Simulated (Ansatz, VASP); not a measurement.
This is a calculation of ZrB for VASP 6.6.1.

POSCAR

```
ZrB
1.0
    0.0000000000      2.3250000000      2.3250000000
    2.3250000000      0.0000000000      2.3250000000
    2.3250000000      2.3250000000      0.0000000000
Zr B
1 1
Direct
    0.0000000000      0.0000000000      0.0000000000
    0.5000000000      0.5000000000      0.5000000000
```

The input INCAR.step1:

```
PREC     = Accurate       # precision mode
ENCUT    = 600            # plane-wave cutoff, eV
EDIFF    = 1E-5           # SCF threshold, eV
ISMEAR   = -1             # smearing method
SIGMA    = 0.05           # smearing width, eV
LREAL    = F              # projectors in reciprocal space
LASPH    = T              # aspherical terms in the spheres
NELM     = 60             # most SCF steps
ALGO     = Normal         # electronic algorithm
LWAVE    = T              # write WAVECAR
LCHARG   = F              # write CHGCAR
GGA      = PE             # functional
NBANDS   = 14             # bands
```

The input INCAR.step2:

```
PREC     = Accurate       # precision mode
ENCUT    = 600            # plane-wave cutoff, eV
EDIFF    = 1E-6           # SCF threshold, eV
ISMEAR   = -1             # smearing method
SIGMA    = 0.05           # smearing width, eV
LREAL    = F              # projectors in reciprocal space
LASPH    = T              # aspherical terms in the spheres
NELM     = 60             # most SCF steps
ALGO     = Normal         # electronic algorithm
ISIF     = 3              # what is computed and relaxed
LWAVE    = F              # write WAVECAR
LCHARG   = F              # write CHGCAR
GGA      = PE             # functional
LHFCALC  = T              # exact exchange
HFSCREEN = 0.2079         # screening, 1/A
PRECFOCK = Normal       
IBRION   = 2              # ionic algorithm
NSW      = 60             # ionic steps
EDIFFG   = -0.01          # ionic threshold
ISTART   = 1
```

Contents of KPOINTS:

```
regular mesh
0
Gamma
  5 5 5
```

Potentials or basis: VASP PAW PBE potentials, release 64 (Zr_sv, B).

Command:

```bash
$ cat potpaw_PBE.64/Zr_sv/POTCAR potpaw_PBE.64/B/POTCAR > POTCAR
$ cp INCAR.step1 INCAR
$ mpirun -np 1 vasp_std > vasp.out
$ cp INCAR.step2 INCAR
$ mpirun -np 1 vasp_std > vasp.out
```

Problem. Set up the same calculation for Ansatz 0.2.0. Potentials there: Ansatz PAW.

Solution. As run (the cutoff follows the program's own potentials):

The input input:

```
crystal:
  lattice:
    - [0.0, 2.325, 2.325]
    - [2.325, 0.0, 2.325]
    - [2.325, 2.325, 0.0]
  atoms:
    - { symbol: Zr, position: [0.0, 0.0, 0.0] }
    - { symbol: B, position: [0.5, 0.5, 0.5] }
hamiltonian:
  xc: hse06
  pseudopotentials: { kind: paw }
kpoints:
  mp_grid: { grid: [5, 5, 5] }
scf:
  occupations: { method: fermi_dirac, width: 0.05 }
output:
  forces: true
  stress: true
  eigenvalues: true
relax:
  f_tol: 0.01
  max_steps: 40
  cell: { stress_tol: 0.05 }
```

Both were run:

|  | VASP | Ansatz | Ansatz less VASP |
| --- | --- | --- | --- |
| gap on the k mesh at the Fermi level, each at its own relaxed structure (eV) | none | none | - |
| relaxed volume (Å³/atom) | 14.64 | 14.64 | -0.003 |
| relaxed cell length with the largest relative difference (Å) | 3.460 | 3.460 | -0.0002 |

A gap of «none» marks a metal or a gap that the smearing closes.

The k mesh is coarse, so the values compare programs but aren't converged. Noted on VASP's run: the volume moved by over 15 % at a fixed basis, so the end points are rough. Noted on Ansatz's run: the volume moved by over 15 % at a fixed basis, so the end points are rough; the plane-wave basis is chosen anew once the cell has moved, so the energies of steps on either side of that aren't comparable.
